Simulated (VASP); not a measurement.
Here is a VASP 6.6.1 calculation.

INCAR

```
SYSTEM = Sn
PREC = Accurate
ENCUT = 500
EDIFF = 1E-6
ISMEAR = 0
SIGMA = 0.013000000000000001
LREAL = .FALSE.
LASPH = .TRUE.
NELM = 120
ALGO = Normal
ISIF = 2
LWAVE = .FALSE.
LCHARG = .FALSE.
GGA = PE
NBANDS = 13
GGA_COMPAT = .FALSE.
```

File KPOINTS:

```
regular mesh
0
G
  10 10 10
  0 0 0
```

Contents of POSCAR:

```
Sn
1.0
   -1.8946518192      1.8946518192      1.8946518192
    1.8946518192     -1.8946518192      1.8946518192
    1.8946518192      1.8946518192     -1.8946518192
Sn
1
Direct
    0.0000000000      0.0000000000      0.0000000000
```

Potentials or basis: VASP PAW PBE potentials, release 64 (Sn_d).

Command:

```sh
$ cat potpaw_PBE.64/Sn_d/POTCAR > POTCAR
$ mpirun -np 1 vasp_std > vasp.out
```

Q: What does it give for the band gap on the k mesh?

A: Zero (band 7 reaches 16.04 eV, above the bottom of band 8 at 5.80 eV).

Q: Estimate the pressure.

A: 0.6 GPa.

Caveat: spin-orbit coupling is left out, which moves the levels of the heavy elements.
